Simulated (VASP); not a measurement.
# Pt (P6_3/mmc) in VASP: notebook

Pt is run at these levels: PBEsol, PBE; tasks: single point.

Program: VASP 6.6.1. These are calculated values, not measurements. Logs are shortened: lines on timing, memory, paths and dates and some standing lists are left out, and cuts for length are marked.

## 1. The cell of the first run

The structure is hexagonal, space group P6_3/mmc (No. 194). Conventional cell: a = 2.735 Å, b = 2.735 Å, c = 5.179 Å, α = 90.00°, β = 90.00°, γ = 120.00°. Within 3.6 Å of Pt (site symmetry -6m2) lie 12 Pt at 2.74 to 3.03 Å.

This isn't the form of Pt at room conditions, which is fcc.

## 2. Single point, PBEsol (strained)

INCAR reads:

```
PREC = Accurate ; ENCUT = 520
EDIFF = 1E-6 ; ISMEAR = 0
SIGMA = 0.1 ; LREAL = False
LASPH = True ; NELM = 100
ALGO = Normal ; ISIF = 2
LWAVE = False ; LCHARG = False
GGA = PS ; NBANDS = 17
```

KPOINTS reads:

```
Automatic mesh
0
Gamma
  15 15 8
```

POSCAR reads:

```
Pt
1.0
    2.7353503121      0.0000000000      0.0000000000
   -1.3676751561      2.3688828585      0.0000000000
    0.0000000000      0.0000000000      5.1794821912
Pt
2
Direct
    0.6666666700      0.3333333300      0.7500000000
    0.3333333300      0.6666666700      0.2500000000
```

Potentials or basis: VASP PAW PBE potentials, release 64 (Pt).

Run with:

```sh
cat potpaw_PBE.64/Pt/POTCAR > POTCAR
mpirun -np 1 vasp_std > vasp.out
```

OUTCAR:

```text
PREC = Accurate
   ENCUT = 520
   EDIFF = 1E-6
   ISMEAR = 0
   LREAL = False
   LASPH = True
   NELM = 100
   ISIF = 2
   GGA = PS

 ion  position               nearest neighbor table
   1  0.667  0.333  0.750-   2 3.03   2 3.03   2 3.03   2 3.03   2 3.03   2 3.03
   2  0.333  0.667  0.250-   1 3.03   1 3.03   1 3.03   1 3.03   1 3.03   1 3.03

  LATTYP: Found a hexagonal cell.
 ALAT       =     2.7353503121
 C/A-ratio  =     1.8935352332

  Lattice vectors:

 A1 = (   2.7353503121,   0.0000000000,   0.0000000000)
 A2 = (  -1.3676751561,   2.3688828585,   0.0000000000)
 A3 = (   0.0000000000,   0.0000000000,   5.1794821912)

Analysis of symmetry for initial positions (statically):
=====================================================================
 Subroutine PRICEL returns:
 Original cell was already a primitive cell.

 Routine SETGRP: Setting up the symmetry group for a
 hexagonal supercell.

 Subroutine GETGRP returns: Found 24 space group operations
 (whereof 12 operations were pure point group operations)
 out of a pool of 24 trial point group operations.

The static configuration has the point symmetry D_3d.
 The point group associated with its full space group is D_6h.

Analysis of symmetry for dynamics (positions and initial velocities):
=====================================================================
 Subroutine PRICEL returns:
 Original cell was already a primitive cell.

 Routine SETGRP: Setting up the symmetry group for a
 hexagonal supercell.

 Subroutine GETGRP returns: Found 24 space group operations
 (whereof 12 operations were pure point group operations)
 out of a pool of 24 trial point group operations.

The dynamic configuration has the point symmetry D_3d.
 The point group associated with its full space group is D_6h.

 Subroutine INISYM returns: Found 24 space group operations
 (whereof 12 operations are pure point group operations),
 and found     1 'primitive' translations

----------------------------------------------------------------------------------------

                                     Primitive cell

  volume of cell :      33.5616

  direct lattice vectors                    reciprocal lattice vectors
     2.735350312  0.000000000  0.000000000     0.365583887  0.211069956  0.000000000
    -1.367675156  2.368882859  0.000000000     0.000000000  0.422139911  0.000000000
     0.000000000  0.000000000  5.179482191     0.000000000  0.000000000  0.193069493

  length of vectors
     2.735350312  2.735350312  5.179482191     0.422139911  0.422139911  0.193069493

  position of ions in fractional coordinates (direct lattice)
     0.666666670  0.333333330  0.750000000
     0.333333330  0.666666670  0.250000000

  ion indices of the primitive-cell ions
   primitive index   ion index
                 1           1
                 2           2

----------------------------------------------------------------------------------------

 KPOINTS: Automatic mesh

Automatic generation of k-mesh.
 Grid dimensions read from file:
 generate k-points for:   15   15    8

 Generating k-lattice:

  Cartesian coordinates                     Fractional coordinates (reciprocal lattice)
     0.024372259  0.014071330  0.000000000     0.066666667 -0.000000000  0.000000000
     0.000000000  0.028142661  0.000000000     0.000000000  0.066666667  0.000000000
     0.000000000  0.000000000  0.024133687     0.000000000  0.000000000  0.125000000

  Length of vectors
     0.028142661  0.028142661  0.024133687

  Shift w.r.t. Gamma in fractional coordinates (k-lattice)
     0.000000000  0.000000000  0.000000000

 Subroutine IBZKPT returns following result:
 ===========================================

 Found    135 irreducible k-points:

 Following reciprocal coordinates:
            Coordinates               Weight
  0.000000  0.000000  0.000000      1.000000
  0.066667 -0.000000  0.000000      6.000000
  0.133333 -0.000000  0.000000      6.000000
  0.200000 -0.000000  0.000000      6.000000
  0.266667 -0.000000  0.000000      6.000000
  0.333333 -0.000000  0.000000      6.000000
[... 16 lines left out ...]
  0.333333  0.200000  0.000000     12.000000
  0.400000  0.200000  0.000000      6.000000
 [... further k-points ...]
   k-points           NKPTS =    135   k-points in BZ     NKDIM =    135   number of bands    NBANDS=     17
   number of dos      NEDOS =    301   number of ions     NIONS =      2
   total plane-waves  NPLWV =  16000
   dimension x,y,z NGX =    20 NGY =   20 NGZ =   40
   dimension x,y,z NGXF=    40 NGYF=   40 NGZF=   80
   ions per type =               2
   NGX,Y,Z   is equivalent  to a cutoff of  12.16, 12.16, 12.84 a.u.
   NGXF,Y,Z  is equivalent  to a cutoff of  24.31, 24.31, 25.68 a.u.
 SYSTEM =  unknown system
   PREC   = accura    normal or accurate (medium, high low for compatibility)
   ISTART =      0    job   : 0-new  1-cont  2-samecut
   ICHARG =      2    charge: 1-file 2-atom 10-const
   ISPIN  =      1    spin polarized calculation?
   LNONCOLLINEAR =      F non collinear calculations
   LSORBIT =      F    spin-orbit coupling
   LASPH  =      T    aspherical Exc in radial PAW
   ENCUT  =  520.0 eV  38.22 Ry    6.18 a.u.   5.09  5.09  9.63*2*pi/ulx,y,z
   NELM   =    100;   NELMIN=  2; NELMDL= -5     # of ELM steps
   EDIFF  = 0.1E-05   stopping-criterion for ELM
   LREAL  =      F    real-space projection
   EDIFFG = 0.1E-04   stopping-criterion for IOM
   NSW    =      0    number of steps for IOM
[... 5 lines left out ...]
   TEBEG  =    0.0;   TEEND  =   0.0 temperature during run
   PSTRESS=    0.0 pullay stress
   NELECT =      20.0000    total number of electrons
   NUPDOWN=      -1.0000    fix difference up-down
   EMIN   =  10.00;   EMAX   =-10.00  energy-range for DOS
   EFERMI =   0.00;   METHOD = LEGACY
   ISMEAR =     0;   SIGMA  =   0.10  broadening in eV -4-tet -1-fermi 0-gaus
   EFERMI_NEDOS =   21; number of points for ismear=-14 and -15
   IALGO  =     38    algorithm
   IMIX   =      4    mixing-type and parameters
     AMIX     =   0.40;   BMIX     =  1.00
     AMIX_MAG =   1.60;   BMIX_MAG =  1.00
  volume/ion in A,a.u.               =      16.78       113.24
  Fermi-wavevector in a.u.,A,eV,Ry     =   1.377645  2.603371 25.822561  1.897905
  Thomas-Fermi vector in A             =   2.502779
   LORBIT       =      0    0 simple, 1 ext, 2 COOP (PROOUT), +10 PAW based schemes
   GGA     = PS    functional components
   LHFCALC =     F    Hartree Fock is set to
   AEXX    =    0.0000 exact exchange contribution
   IVDW    =     0    specifies the selected vdW correction
   LEPSILON=     F    determine dielectric tensor
   LRPA    =     F    only Hartree local field effects (RPA)
 non-spin polarized calculation
 Gauss-broadening in eV      SIGMA  =   0.10
  energy-cutoff  :      520.00
  volume of cell :       33.56
 maximum number of plane-waves:       917
   NGX = 11   NGY = 11   NGZ = 19

 number of electron      19.9999998 magnetization

 Free energy of the ion-electron system (eV)
  ---------------------------------------------------
  ext. energy  EPLUGINS =         0.00000000
  ---------------------------------------------------
  free energy    TOTEN  =       -13.50792143 eV

  energy without entropy =      -13.49309622  energy(sigma->0) =      -13.50050882

 E-fermi :   9.0679     XC(G=0): -12.9782

 val. band max:        9.0679098002   @ k =   0.2667   0.2667   0.1250
 cond. band min:       9.0956702567   @ k =   0.3333   0.2000   0.1250
 fundamental gap:      0.0277604565
 Fermi energy:         9.0679331946

 k-point     1 :       0.0000    0.0000    0.0000
  band No.  band energies     occupation
      1      -0.0278      2.00000
      2       2.1834      2.00000
      3       5.0285      2.00000
      4       5.9155      2.00000
      5       5.9155      2.00000
      6       6.1341      2.00000
[... 9 lines left out ...]
     16      26.3041      0.00000
     17      30.8866      0.00000

 k-point     2 :       0.0667   -0.0000    0.0000
  band No.  band energies     occupation
      1       0.1395      2.00000
      2       2.3478      2.00000
      3       5.0832      2.00000
      4       5.8396      2.00000
      5       6.0418      2.00000
      6       6.0487      2.00000
[... 9 lines left out ...]
     16      26.5328      0.00000
     17      29.8217      0.00000

 k-point     3 :       0.1333   -0.0000    0.0000
  band No.  band energies     occupation
      1       0.6221      2.00000
      2       2.8003      2.00000
      3       5.1672      2.00000
      4       5.6768      2.00000
      5       5.9104      2.00000
      6       6.4115      2.00000
[... 9 lines left out ...]
     16      26.8284      0.00000
     17      28.6589      0.00000

 k-point     4 :       0.2000   -0.0000    0.0000
  band No.  band energies     occupation
      1       1.3504      2.00000
      2       3.3552      2.00000
      3       5.1696      2.00000
      4       5.4266      2.00000
      5       5.6743      2.00000
      6       6.1699      2.00000
[... 9 lines left out ...]
     16      26.9386      0.00000
     17      27.1368      0.00000
[... 343 lines left out ...]
      1       4.0711      2.00000
      2       4.2899      2.00000
      3       4.4427      2.00000
      4       5.0786      2.00000
      5       5.8694      2.00000
      6       5.9406      2.00000
[... 9 lines left out ...]
     16      23.4554      0.00000
     17      23.9116      0.00000

 k-point    23 :       0.3333    0.2000    0.0000
  band No.  band energies     occupation
      1       4.1025      2.00000
      2       4.1684      2.00000
      3       4.3293      2.00000
      4       5.7673      2.00000
      5       5.8263      2.00000
      6       6.3309      2.00000
[... 9 lines left out ...]
     16      21.4263      0.00000
     17      22.7979      0.00000

 k-point    24 :       0.4000    0.2000    0.0000
  band No.  band energies     occupation
      1       4.0377      2.00000
      2       4.1626      2.00000
      3       4.2928      2.00000
      4       5.8576      2.00000
      5       6.1118      2.00000
      6       6.1677      2.00000
[... 9 lines left out ...]
     16      20.2615      0.00000
     17      22.1978      0.00000

 [... further k-points ...]

------------------------ aborting loop because EDIFF is reached ----------------------------------------

  FORCE on cell =-STRESS in cart. coord.  units (eV):
  Direction    XX          YY          ZZ          XY          YZ          ZX
  --------------------------------------------------------------------------------------
  -------------------------------------------------------------------------------------
  Total       -3.1873298     -3.1873298     -5.3463625      0.0000000     -0.0000000      0.0000000
  in kB     -152.1579681   -152.1579681   -255.2266957      0.0000000     -0.0000000      0.0000000
  external PRESSURE =    -186.5142106 kB  Pullay stress =       0.0000000 kB

 VOLUME and BASIS-vectors are now :
 -----------------------------------------------------------------------------
  energy-cutoff  :      520.00
  volume of cell :       33.56
      direct lattice vectors                 reciprocal lattice vectors
     2.735350312  0.000000000  0.000000000     0.365583887  0.211069956  0.000000000
    -1.367675156  2.368882859  0.000000000     0.000000000  0.422139911  0.000000000
     0.000000000  0.000000000  5.179482191     0.000000000  0.000000000  0.193069493

 POSITION                                       TOTAL-FORCE (eV/Angst)
 -----------------------------------------------------------------------------------
      1.36768      0.78963      3.88461         0.000000      0.000000      0.000000
     -0.00000      1.57926      1.29487        -0.000000      0.000000      0.000000
 -----------------------------------------------------------------------------------
    total drift:                               -0.000001      0.000001     -0.000000

  FREE ENERGIE OF THE ION-ELECTRON SYSTEM (eV)
  ---------------------------------------------------
  free  energy   TOTEN  =       -13.5079214296 eV

  energy  without entropy=      -13.4930962189  energy(sigma->0) =      -13.50050882
```

Wall time 78 s (1 thread of Intel Xeon 8259CL, shared host); peak memory 0.19 GiB.

Results:

- Free energy: -13.5079 eV
- Pressure: -18.7 GPa
- Band gap on the k mesh: zero (bands 10 and 11 overlap by 1.26 eV)

Stress tensor (GPa, compression positive):
```
-15.22   0.00   0.00
  0.00 -15.22   0.00
  0.00   0.00 -25.52
```

Levels at points of the mesh, in eV from the Fermi level:
| k point | band 7 | band 8 | band 9 | band 10 | band 11 | band 12 | band 13 | band 14 |
| --- | --- | --- | --- | --- | --- | --- | --- | --- |
| (0.00, 0.00, 0.00) | -2.93 | -1.06 | -1.06 | -0.94 | -0.06 | -0.06 | 3.31 | 14.08 |
| (0.00, 0.00, 0.50) | -3.10 | -3.10 | -0.49 | -0.49 | -0.49 | -0.49 | 9.68 | 9.68 |

Caveat: the cell differs from its parent crystal (strained); the stress differs along the axes, from -26 to -15 GPa; the PAW data sets were made with another functional, which shifts forces and pressure a little; spin-orbit coupling is left out, which moves the levels of the heavy elements.

## 3. Single point, PBEsol (strained)

INCAR reads:

```
SYSTEM = Pt
  PREC = Accurate
  ENCUT = 520
  EDIFF = 1E-7
  ISMEAR = 0
  SIGMA = 0.1
  LREAL = .FALSE.
  LASPH = .TRUE.
  NELM = 100
  ALGO = Normal
  ISIF = 2
  LWAVE = .FALSE.
  LCHARG = .TRUE.
  GGA = PS
  LELF = .TRUE.
  LVHAR = .TRUE.
  NBANDS = 17
```

KPOINTS reads:

```
Automatic mesh
0
G
  18 18 10
  0 0 0
```

POSCAR reads:

```
Pt
1.0
    2.7754075702      0.0000000000      0.0000000000
   -1.3877037851      2.4035734616      0.0000000000
    0.0000000000      0.0000000000      4.3864319356
Pt
2
Direct
    0.6666666700      0.3333333300      0.7500000000
    0.3333333300      0.6666666700      0.2500000000
```

Potentials or basis: VASP PAW PBE potentials, release 64 (Pt).

Run with:

```sh
cat potpaw_PBE.64/Pt/POTCAR > POTCAR
mpirun -np 1 vasp_std > vasp.out
```

It took 2.5 min on 1 thread of Intel Xeon 8259CL, shared host; peak memory 0.23 GiB.

Results (log left out):

| Quantity | Value |
| --- | --- |
| Free energy | -13.6980 eV |
| Pressure | 10.6 GPa |
| Band gap on the k mesh | zero (bands 10 and 11 overlap by 1.31 eV) |

Stress tensor (GPa, compression positive):
```
 6.25  0.00  0.00
 0.00  6.25  0.00
 0.00  0.00 19.25
```

Levels at points of the mesh, in eV from the Fermi level:
| k point | band 8 | band 9 | band 10 | band 11 | band 12 | band 13 |
| --- | --- | --- | --- | --- | --- | --- |
| (0.00, 0.00, 0.00) | -2.80 | -2.80 | -0.38 | -0.34 | -0.34 | 6.40 |
| (0.50, 0.00, 0.00) | -0.15 | 0.25 | 0.32 | 2.15 | 3.54 | 7.92 |
| (0.00, 0.00, 0.50) | -4.03 | -0.99 | -0.99 | -0.99 | -0.99 | 13.78 |
| (0.50, 0.00, 0.50) | -1.15 | 0.10 | 0.10 | 1.58 | 1.58 | 6.66 |

Caveat: the cell differs from its parent crystal (strained); the stress differs along the axes, from 6 to 19 GPa; the PAW data sets were made with another functional, which shifts forces and pressure a little; spin-orbit coupling is left out, which moves the levels of the heavy elements.

## 4. Single point, PBE (strained)

INCAR reads:

```
PREC = Accurate ; ENCUT = 520
EDIFF = 1E-7 ; ISMEAR = 0
SIGMA = 0.1 ; LREAL = F
LASPH = T ; NELM = 100
ALGO = Fast ; ISIF = 2
LWAVE = F ; LCHARG = T
GGA = PE ; LELF = T
LVHAR = T ; NBANDS = 17
```

KPOINTS reads:

```
regular mesh
0
Gamma
  18 18 10
```

POSCAR reads:

```
Pt
1.0
    2.8287988432      0.0000000000      0.0000000000
   -1.4143994216      2.4498116604      0.0000000000
    0.0000000000      0.0000000000      4.4791118071
Pt
2
Direct
    0.6666666700      0.3333333300      0.7500000000
    0.3333333300      0.6666666700      0.2500000000
```

Run with:

```sh
cat potpaw_PBE.64/Pt/POTCAR > POTCAR
mpirun -np 1 vasp_std > vasp.out
```

Run time: 2.8 min. Hardware: 1 thread of Intel Xeon 8259CL, shared host; peak memory 0.23 GiB.

It converged, with:

```
Free energy            : -12.0122 eV
Pressure               : 3.7 GPa
Band gap on the k mesh : zero (bands 10 and 11 overlap by 1.17 eV)
```

Stress tensor (GPa, compression positive):
```
 0.26  0.00  0.00
 0.00  0.26  0.00
 0.00  0.00 10.46
```

Levels at points of the mesh, in eV from the Fermi level:
```csv
k point,band 6,band 7,band 8,band 9,band 10,band 11,band 12,band 13,band 14,band 15
"(0.00, 0.00, 0.00)",-2.94,-2.94,-2.52,-2.52,-0.30,-0.30,-0.09,5.97,14.61,17.02
"(0.50, 0.00, 0.00)",-3.03,-2.68,-0.14,0.22,0.27,2.06,3.37,7.74,9.59,10.06
"(0.00, 0.00, 0.50)",-3.64,-3.64,-3.64,-0.90,-0.90,-0.90,-0.90,13.70,13.70,15.51
"(0.50, 0.00, 0.50)",-2.21,-0.95,-0.95,0.08,0.08,1.64,1.64,6.28,6.28,15.23
```

Caveat: the cell differs from its parent crystal (strained); the stress differs along the axes, from 0 to 10 GPa; spin-orbit coupling is left out, which moves the levels of the heavy elements.

## 5. The runs side by side

```csv
level,cell,k mesh,gap on the mesh (eV),pressure (GPa)
PBEsol,"a = 2.735, b = 2.735, c = 5.179 Å, angles 90.0, 90.0, 120.0°, 2 atoms",15 × 15 × 8,none,-18.7
PBEsol,"a = 2.775, b = 2.775, c = 4.386 Å, angles 90.0, 90.0, 120.0°, 2 atoms",18 × 18 × 10,none,10.6
PBE,"a = 2.829, b = 2.829, c = 4.479 Å, angles 90.0, 90.0, 120.0°, 2 atoms",18 × 18 × 10,none,3.7
```

Alike in all rows: task single point; potentials or basis VASP PAW PBE potentials, release 64 (Pt); no spin polarisation; cutoff (eV) 520; smearing gaussian 0.1 eV.

Caveats: spin-orbit coupling is left out, which moves the levels of the heavy elements; the PAW data sets were made with another functional, which shifts forces and pressure a little (at least some runs); the stress differs along the axes, from -26 to -15 GPa (at least some runs); the stress differs along the axes, from 6 to 19 GPa (at least some runs); the stress differs along the axes, from 0 to 10 GPa (at least some runs).

Absolute energies hang on the potentials; compare differences alone.

The gap in the log of VASP goes by the Fermi energy; the results here count the filled bands.